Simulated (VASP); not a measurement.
# Ti6H in VASP: further runs

Ti6H is run at these levels: PBE; tasks: single point.

Everything below comes from runs of VASP 6.6.1. Logs are shortened: lines on timing, memory, paths and dates and some standing lists are left out, and cuts for length are marked.

## (1) The cell of the first run

The cell holds a slab with vacuum, 14 atoms: a = 5.664 Å, b = 4.579 Å, c = 24.551 Å, α = 90.00°, β = 90.00°, γ = 90.00°.

## (2) Single point, PBE

File INCAR:

```
PREC = Accurate
ENCUT = 520
EDIFF = 1E-7
ISMEAR = 0
SIGMA = 0.1
LREAL = False
LASPH = True
NELM = 60
ALGO = Normal
ISIF = 2
LWAVE = False
LCHARG = True
LDIPOL = True
IDIPOL = 3
DIPOL = 0.5 0.5 0.321
GGA = PE
LELF = True
LVHAR = True
LVACPOTAV = True
NBANDS = 86
```

File KPOINTS:

```
regular mesh
0
Gamma
  5 6 1
```

File POSCAR:

```
Ti6H
1.0
    5.6639455763      0.0000000000      0.0000000000
    0.0000000000      4.5793473381      0.0000000000
    0.0000000000      0.0000000000     24.5506933039
Ti H
12 2
Direct
    0.2500000000      0.0000000000      0.1629281891
    0.7500000000      0.0000000000      0.1629281891
    0.0000000000      0.5000000000      0.2167736627
    0.5000000000      0.5000000000      0.2167736627
    0.2500000000      0.0000000000      0.2706191363
    0.7500000000      0.0000000000      0.2706191363
    0.2500000000      0.5000000000      0.3256599435
    0.7500000000      0.5000000000      0.3256599435
    0.0000000000      0.0000000000      0.3779650127
    0.5000000000      0.0000000000      0.3779650127
    0.2500000000      0.5000000000      0.4297513383
    0.7500000000      0.5000000000      0.4297513383
   -0.0811271920      0.0000000000      0.4611150147
    0.0811271920      0.0000000000      0.4611150147
```

Potentials or basis: VASP PAW PBE potentials, release 64 (Ti_sv, H).

The run is started by

```bash
$ cat potpaw_PBE.64/Ti_sv/POTCAR potpaw_PBE.64/H/POTCAR > POTCAR
$ mpirun -np 1 vasp_std > vasp.out
```

OUTCAR:

```text
PREC = Accurate
   ENCUT = 520
   EDIFF = 1E-7
   ISMEAR = 0
   LREAL = False
   LASPH = True
   NELM = 60
   ISIF = 2
   GGA = PE

 ion  position               nearest neighbor table
   1  0.250  0.000  0.163-   5 2.64   2 2.83   2 2.83
   2  0.750  0.000  0.163-   6 2.64   1 2.83   1 2.83
   3  0.000  0.500  0.217-   4 2.83   4 2.83
   4  0.500  0.500  0.217-   3 2.83   3 2.83
   5  0.250  0.000  0.271-   1 2.64   7 2.66   7 2.66   6 2.83   6 2.83
   6  0.750  0.000  0.271-   2 2.64   8 2.66   8 2.66   5 2.83   5 2.83
   7  0.250  0.500  0.326-  11 2.56   5 2.66   5 2.66   8 2.83   8 2.83
   8  0.750  0.500  0.326-  12 2.56   6 2.66   6 2.66   7 2.83   7 2.83
   9  0.000  0.000  0.378-  10 2.83  10 2.83
  10  0.500  0.000  0.378-   9 2.83   9 2.83
  11  0.250  0.500  0.430-   7 2.56  12 2.83  12 2.83
  12  0.750  0.500  0.430-   8 2.56  11 2.83  11 2.83
  13  0.919  0.000  0.461-
  14  0.081  0.000  0.461-

  LATTYP: Found a simple orthorhombic cell.
 ALAT       =     4.5793473381
 B/A-ratio  =     1.2368455935
 C/A-ratio  =     5.3611773668

  Lattice vectors:

 A1 = (   0.0000000000,  -4.5793473381,   0.0000000000)
 A2 = (   5.6639455763,   0.0000000000,   0.0000000000)
 A3 = (   0.0000000000,   0.0000000000,  24.5506933039)

Analysis of symmetry for initial positions (statically):
=====================================================================
 Subroutine PRICEL returns:
 Original cell was already a primitive cell.

 Routine SETGRP: Setting up the symmetry group for a
 simple orthorhombic supercell.

 Subroutine GETGRP returns: Found  4 space group operations
 (whereof  4 operations were pure point group operations)
 out of a pool of  8 trial point group operations.

The static configuration has the point symmetry C_2v.

Analysis of symmetry for dynamics (positions and initial velocities):
=====================================================================
 Subroutine PRICEL returns:
 Original cell was already a primitive cell.

 Routine SETGRP: Setting up the symmetry group for a
 simple orthorhombic supercell.

 Subroutine GETGRP returns: Found  4 space group operations
 (whereof  4 operations were pure point group operations)
 out of a pool of  8 trial point group operations.

The dynamic configuration has the point symmetry C_2v.

 Subroutine INISYM returns: Found  4 space group operations
 (whereof  4 operations are pure point group operations),
 and found     1 'primitive' translations

----------------------------------------------------------------------------------------

                                     Primitive cell

  volume of cell :     636.7756

  direct lattice vectors                    reciprocal lattice vectors
     5.663945576  0.000000000  0.000000000     0.176555369  0.000000000  0.000000000
     0.000000000  4.579347338  0.000000000     0.000000000  0.218371730  0.000000000
     0.000000000  0.000000000 24.550693304     0.000000000  0.000000000  0.040732047

  length of vectors
     5.663945576  4.579347338 24.550693304     0.176555369  0.218371730  0.040732047

  position of ions in fractional coordinates (direct lattice)
     0.250000000  0.000000000  0.162928189
     0.750000000  0.000000000  0.162928189
     0.000000000  0.500000000  0.216773663
     0.500000000  0.500000000  0.216773663
     0.250000000  0.000000000  0.270619136
     0.750000000  0.000000000  0.270619136
     0.250000000  0.500000000  0.325659943
     0.750000000  0.500000000  0.325659943
     0.000000000  0.000000000  0.377965013
     0.500000000  0.000000000  0.377965013
     0.250000000  0.500000000  0.429751338
     0.750000000  0.500000000  0.429751338
     0.918872808  0.000000000  0.461115015
     0.081127192  0.000000000  0.461115015

  ion indices of the primitive-cell ions
   primitive index   ion index
                 1           1
                 2           2
                 3           3
                 4           4
                 5           5
                 6           6
                 7           7
                 8           8
                 9           9
                10          10
                11          11
                12          12
                13          13
                14          14

----------------------------------------------------------------------------------------

 KPOINTS: regular mesh

Automatic generation of k-mesh.
 Grid dimensions read from file:
 generate k-points for:    5    6    1

 Generating k-lattice:

  Cartesian coordinates                     Fractional coordinates (reciprocal lattice)
     0.035311074  0.000000000  0.000000000     0.200000000  0.000000000  0.000000000
     0.000000000  0.036395288  0.000000000     0.000000000  0.166666667  0.000000000
     0.000000000  0.000000000  0.040732047     0.000000000  0.000000000  1.000000000

  Length of vectors
     0.035311074  0.036395288  0.040732047

  Shift w.r.t. Gamma in fractional coordinates (k-lattice)
     0.000000000  0.000000000  0.000000000

 Subroutine IBZKPT returns following result:
 ===========================================

 Found     12 irreducible k-points:

 Following reciprocal coordinates:
            Coordinates               Weight
  0.000000  0.000000  0.000000      1.000000
  0.200000  0.000000  0.000000      2.000000
  0.400000  0.000000  0.000000      2.000000
  0.000000  0.166667  0.000000      2.000000
  0.200000  0.166667  0.000000      4.000000
  0.400000  0.166667  0.000000      4.000000
  0.000000  0.333333  0.000000      2.000000
  0.200000  0.333333  0.000000      4.000000
  0.400000  0.333333  0.000000      4.000000
  0.000000  0.500000  0.000000      1.000000
  0.200000  0.500000  0.000000      2.000000
  0.400000  0.500000  0.000000      2.000000
   k-points           NKPTS =     12   k-points in BZ     NKDIM =     12   number of bands    NBANDS=     86
   number of dos      NEDOS =    301   number of ions     NIONS =     14
   total plane-waves  NPLWV = 290304
   dimension x,y,z NGX =    42 NGY =   36 NGZ =  192
   dimension x,y,z NGXF=    84 NGYF=   72 NGZF=  384
   ions per type =              12   2
   NGX,Y,Z   is equivalent  to a cutoff of  12.33, 13.07, 13.00 a.u.
   NGXF,Y,Z  is equivalent  to a cutoff of  24.66, 26.14, 26.00 a.u.
 SYSTEM =  unknown system
   PREC   = accura    normal or accurate (medium, high low for compatibility)
   ISTART =      0    job   : 0-new  1-cont  2-samecut
   ICHARG =      2    charge: 1-file 2-atom 10-const
   ISPIN  =      1    spin polarized calculation?
   LNONCOLLINEAR =      F non collinear calculations
   LSORBIT =      F    spin-orbit coupling
   LASPH  =      T    aspherical Exc in radial PAW
   ENCUT  =  520.0 eV  38.22 Ry    6.18 a.u.  10.53  8.51 45.65*2*pi/ulx,y,z
   NELM   =     60;   NELMIN=  2; NELMDL= -5     # of ELM steps
   EDIFF  = 0.1E-06   stopping-criterion for ELM
   LREAL  =      F    real-space projection
   EDIFFG = 0.1E-05   stopping-criterion for IOM
   NSW    =      0    number of steps for IOM
   IBRION =     -1    ionic relax: 0-MD 1-quasi-New 2-CG
   NFREE  =      0    steps in history (QN), initial steepest desc. (CG)
   ISIF   =      2    stress and relaxation
   ISYM   =      2    0-nonsym 1-usesym 2-fastsym
   POTIM  = 0.5000    time-step for ionic-motion
   TEBEG  =    0.0;   TEEND  =   0.0 temperature during run
   PSTRESS=    0.0 pullay stress
   NELECT =     146.0000    total number of electrons
   NUPDOWN=      -1.0000    fix difference up-down
   EMIN   =  10.00;   EMAX   =-10.00  energy-range for DOS
   EFERMI =   0.00;   METHOD = LEGACY
   ISMEAR =     0;   SIGMA  =   0.10  broadening in eV -4-tet -1-fermi 0-gaus
   EFERMI_NEDOS =   21; number of points for ismear=-14 and -15
   IALGO  =     38    algorithm
   IMIX   =      4    mixing-type and parameters
     AMIX     =   0.40;   BMIX     =  1.00
     AMIX_MAG =   1.60;   BMIX_MAG =  1.00
  volume/ion in A,a.u.               =      45.48       306.94
  Fermi-wavevector in a.u.,A,eV,Ry     =   1.001991  1.893488 13.660047  1.003985
  Thomas-Fermi vector in A             =   2.134449
   LORBIT       =      0    0 simple, 1 ext, 2 COOP (PROOUT), +10 PAW based schemes
   GGA     = PE    functional components
   LHFCALC =     F    Hartree Fock is set to
   AEXX    =    0.0000 exact exchange contribution
   IVDW    =     0    specifies the selected vdW correction
   LEPSILON=     F    determine dielectric tensor
   LRPA    =     F    only Hartree local field effects (RPA)
 non-spin polarized calculation
 Gauss-broadening in eV      SIGMA  =   0.10
  energy-cutoff  :      520.00
  volume of cell :      636.78
 maximum number of plane-waves:     17211
 NGX is ok and might be reduce to    42
   NGX = 21   NGY = 17   NGZ = 91

 dipolmoment           0.000000      0.000000      0.786857 electrons x Angstroem

 number of electron     146.0000059 magnetization

 dipolmoment           0.000000      0.000000     -0.040401 electrons x Angstroem

 Free energy of the ion-electron system (eV)
  ---------------------------------------------------
  ext. energy  EPLUGINS =         0.00000000
  ---------------------------------------------------
  free energy    TOTEN  =       -93.62768836 eV

  energy without entropy =      -93.51308562  energy(sigma->0) =      -93.57038699

 E-fermi :   0.6536     XC(G=0):  -4.7429

 val. band max:        0.6513083838   @ k =   0.2000   0.1667   0.0000
 cond. band min:       0.6616803386   @ k =   0.0000   0.0000   0.0000
 fundamental gap:      0.0103719548
 Fermi energy:         0.6536280876

 k-point     1 :       0.0000    0.0000    0.0000
  band No.  band energies     occupation
      1     -56.3040      2.00000
      2     -56.2728      2.00000
      3     -56.2421      2.00000
      4     -56.2108      2.00000
      5     -56.1896      2.00000
      6     -56.1389      2.00000
[... 77 lines left out ...]
     84       1.7044      0.00000
     85       1.7881      0.00000

 k-point     2 :       0.2000    0.0000    0.0000
  band No.  band energies     occupation
      1     -56.2982      2.00000
      2     -56.2669      2.00000
      3     -56.2481      2.00000
      4     -56.2168      2.00000
      5     -56.1851      2.00000
      6     -56.1433      2.00000
[... 869 lines left out ...]
     84       1.3737      0.00000
     85       1.4817      0.00000

 k-point    12 :       0.4000    0.5000    0.0000
  band No.  band energies     occupation
      1     -56.2774      2.00000
      2     -56.2607      2.00000
      3     -56.2463      2.00000
      4     -56.2295      2.00000
      5     -56.1781      2.00000
      6     -56.1558      2.00000
[... 77 lines left out ...]
     84       1.2240      0.00000
     85       1.2689      0.00000
 [bands above 85 left out]

------------------------ aborting loop because EDIFF is reached ----------------------------------------

  FORCE on cell =-STRESS in cart. coord.  units (eV):
  Direction    XX          YY          ZZ          XY          YZ          ZX
  --------------------------------------------------------------------------------------
  -------------------------------------------------------------------------------------
  Total       -4.4375401    -10.6688604     -4.8476900      0.0000000      0.0000000      0.0000000
  in kB      -11.1651985    -26.8436888    -12.1971680      0.0000000      0.0000000      0.0000000
  external PRESSURE =     -16.7353518 kB  Pullay stress =       0.0000000 kB

 VOLUME and BASIS-vectors are now :
 -----------------------------------------------------------------------------
  energy-cutoff  :      520.00
  volume of cell :      636.78
      direct lattice vectors                 reciprocal lattice vectors
     5.663945576  0.000000000  0.000000000     0.176555369  0.000000000  0.000000000
     0.000000000  4.579347338  0.000000000     0.000000000  0.218371730  0.000000000
     0.000000000  0.000000000 24.550693304     0.000000000  0.000000000  0.040732047

 POSITION                                       TOTAL-FORCE (eV/Angst)
 -----------------------------------------------------------------------------------
      1.41599      0.00000      4.00000        -0.006954     -0.000000      0.418308
      4.24796      0.00000      4.00000         0.006954     -0.000000      0.418308
      0.00000      2.28967      5.32194         0.000000     -0.000000      0.000909
      2.83197      2.28967      5.32194         0.000000     -0.000000     -0.033743
      1.41599      0.00000      6.64389         0.046587     -0.000000     -0.403747
      4.24796      0.00000      6.64389        -0.046587      0.000000     -0.403747
      1.41599      2.28967      7.99518        -0.047322     -0.000000      0.101425
      4.24796      2.28967      7.99518         0.047322     -0.000000      0.101425
      0.00000      0.00000      9.27930         0.000000     -0.000000      1.061787
      2.83197      0.00000      9.27930         0.000000     -0.000000      0.006431
      1.41599      2.28967     10.55069         0.248463      0.000000     -0.163609
      4.24796      2.28967     10.55069        -0.248463     -0.000000     -0.163609
      5.20445      0.00000     11.32069        -0.142129     -0.000000     -0.470068
      0.45950      0.00000     11.32069         0.142129     -0.000000     -0.470068
 -----------------------------------------------------------------------------------
    total drift:                                0.000000      0.000000     -0.000067

  FREE ENERGIE OF THE ION-ELECTRON SYSTEM (eV)
  ---------------------------------------------------
  free  energy   TOTEN  =       -93.6276883648 eV

  energy  without entropy=      -93.5130856185  energy(sigma->0) =      -93.57038699

 vacuum level on the upper side and lower side of the slab         3.790         4.072
```

Wall time 51 min (1 thread of Intel Xeon Platinum 8488C (Sapphire Rapids), shared host); peak memory 0.87 GiB.

Results:

- Free energy: -93.6277 eV
- Largest force: 1.062 eV/Å
- Band gap on the k mesh: zero (bands 73 and 74 overlap by 0.12 eV)

Forces in eV/Å, atoms in the order of the input:
```
Ti  -0.007  0.000  0.418
Ti   0.007  0.000  0.418
Ti   0.000  0.000  0.001
Ti   0.000  0.000 -0.034
Ti   0.047  0.000 -0.404
Ti  -0.047  0.000 -0.404
Ti  -0.047  0.000  0.101
Ti   0.047  0.000  0.101
Ti   0.000  0.000  1.062
Ti   0.000  0.000  0.006
Ti   0.248  0.000 -0.164
Ti  -0.248  0.000 -0.164
H   -0.142  0.000 -0.470
H    0.142  0.000 -0.470
```

## (3) Single point, PBE

File INCAR:

```
SYSTEM = Ti6H
PREC = Accurate ; ENCUT = 520
EDIFF = 1E-7 ; ISMEAR = 0
SIGMA = 0.1 ; LREAL = .False.
LASPH = .True. ; NELM = 60
ALGO = Normal ; ISIF = 2
LWAVE = .False. ; LCHARG = .True.
LDIPOL = .True. ; IDIPOL = 3
DIPOL = 0.5 0.5 0.319 ; GGA = PE
LELF = .True. ; LVHAR = .True.
LVACPOTAV = .True. ; NBANDS = 86
```

File KPOINTS:

```
Automatic mesh
0
Gamma
  5 6 1
  0 0 0
```

Edit POSCAR of step 2 so:

```diff
@@ -20,3 +20,3 @@
     0.7500000000      0.5000000000      0.4297513383
-   -0.0811271920      0.0000000000      0.4611150147
-    0.0811271920      0.0000000000      0.4611150147
+   -0.0573804949      0.0000000000      0.4480807596
+    0.0573804949      0.0000000000      0.4480807596
```

Potentials or basis: VASP PAW PBE potentials, release 64 (Ti_sv, H).

The run is started by

```bash
$ cat potpaw_PBE.64/Ti_sv/POTCAR potpaw_PBE.64/H/POTCAR > POTCAR
$ mpirun -np 1 vasp_std > vasp.out
```

OUTCAR:

```text
SYSTEM = Ti6H
   PREC = Accurate
   ENCUT = 520
   EDIFF = 1E-7
   ISMEAR = 0
   LREAL = .False.
   LASPH = .True.
   NELM = 60
   ISIF = 2
   GGA = PE

 ion  position               nearest neighbor table
   1  0.250  0.000  0.163-   5 2.64   2 2.83   2 2.83
   2  0.750  0.000  0.163-   6 2.64   1 2.83   1 2.83
   3  0.000  0.500  0.217-   4 2.83   4 2.83
   4  0.500  0.500  0.217-   3 2.83   3 2.83
   5  0.250  0.000  0.271-   1 2.64   7 2.66   7 2.66   6 2.83   6 2.83
   6  0.750  0.000  0.271-   2 2.64   8 2.66   8 2.66   5 2.83   5 2.83
[... 1288 lines left out ...]
      direct lattice vectors                 reciprocal lattice vectors
     5.663945576  0.000000000  0.000000000     0.176555369  0.000000000  0.000000000
     0.000000000  4.579347338  0.000000000     0.000000000  0.218371730  0.000000000
     0.000000000  0.000000000 24.550693304     0.000000000  0.000000000  0.040732047

 POSITION                                       TOTAL-FORCE (eV/Angst)
 -----------------------------------------------------------------------------------
      1.41599      0.00000      4.00000         0.002553      0.000000      0.397733
      4.24796      0.00000      4.00000        -0.002553      0.000000      0.397733
      0.00000      2.28967      5.32194         0.000000      0.000000      0.071293
      2.83197      2.28967      5.32194         0.000000      0.000000     -0.041539
      1.41599      0.00000      6.64389         0.074559      0.000000     -0.417125
      4.24796      0.00000      6.64389        -0.074559      0.000000     -0.417125
      1.41599      2.28967      7.99518        -0.065514      0.000000      0.112018
      4.24796      2.28967      7.99518         0.065514      0.000000      0.112018
      0.00000      0.00000      9.27930         0.000000      0.000000     -1.429798
      2.83197      0.00000      9.27930         0.000000      0.000000     -0.110769
      1.41599      2.28967     10.55069         0.301471     -0.000000     -0.273867
      4.24796      2.28967     10.55069        -0.301471      0.000000     -0.273867
      5.33895      0.00000     11.00069        -7.848748      0.000000      0.936647
      0.32500      0.00000     11.00069         7.848748      0.000000      0.936647
 -----------------------------------------------------------------------------------
    total drift:                                0.000000      0.000000     -0.000176

  FREE ENERGIE OF THE ION-ELECTRON SYSTEM (eV)
  ---------------------------------------------------
  free  energy   TOTEN  =       -92.7898189481 eV

  energy  without entropy=      -92.6765225149  energy(sigma->0) =      -92.73317073

 vacuum level on the upper side and lower side of the slab         3.833         4.040
```

stdout:

```text
POSCAR found type information on POSCAR TiH
 POSCAR found :  2 types and      14 ions
 scaLAPACK will be used
 LDA part: xc-table for (Slater+PW92), standard interpolation
 POSCAR, INCAR and KPOINTS ok, starting setup
 FFT: planning ... GRIDC
 FFT: planning ... GRID_SOFT
 FFT: planning ... GRID
 WAVECAR not read
 entering main loop
 -----------------------------------------------------------------------------
|                                                                             |
|           W    W    AA    RRRRR   N    N  II  N    N   GGGG   !!!           |
|           W    W   A  A   R    R  NN   N  II  NN   N  G    G  !!!           |
|           W    W  A    A  R    R  N N  N  II  N N  N  G       !!!           |
|           W WW W  AAAAAA  RRRRR   N  N N  II  N  N N  G  GGG   !            |
|           WW  WW  A    A  R   R   N   NN  II  N   NN  G    G                |
|           W    W  A    A  R    R  N    N  II  N    N   GGGG   !!!           |
|                                                                             |
|     Did not find any points to average over, which means that no vacuum     |
|     field-free region was found. Please increase the size of  your cell     |
|     in the dimension of the dipole correction to obtain accurate            |
|     workfunction values.                                                    |
|                                                                             |
 -----------------------------------------------------------------------------
```

Wall time 1.6 h (1 thread of Intel Xeon 8259CL, shared host); peak memory 0.91 GiB.

What came out:

```
Free energy            : -92.7898 eV
Largest force          : 7.904 eV/Å
Band gap on the k mesh : zero (bands 73 and 74 overlap by 0.11 eV)
```

Forces in eV/Å, atoms in the order of the input:
```
Ti   0.003  0.000  0.398
Ti  -0.003  0.000  0.398
Ti   0.000  0.000  0.071
Ti   0.000  0.000 -0.042
Ti   0.075  0.000 -0.417
Ti  -0.075  0.000 -0.417
Ti  -0.066  0.000  0.112
Ti   0.066  0.000  0.112
Ti   0.000  0.000 -1.430
Ti   0.000  0.000 -0.111
Ti   0.301  0.000 -0.274
Ti  -0.301  0.000 -0.274
H   -7.849  0.000  0.937
H    7.849  0.000  0.937
```

(Part 1 of 2 ends here.)
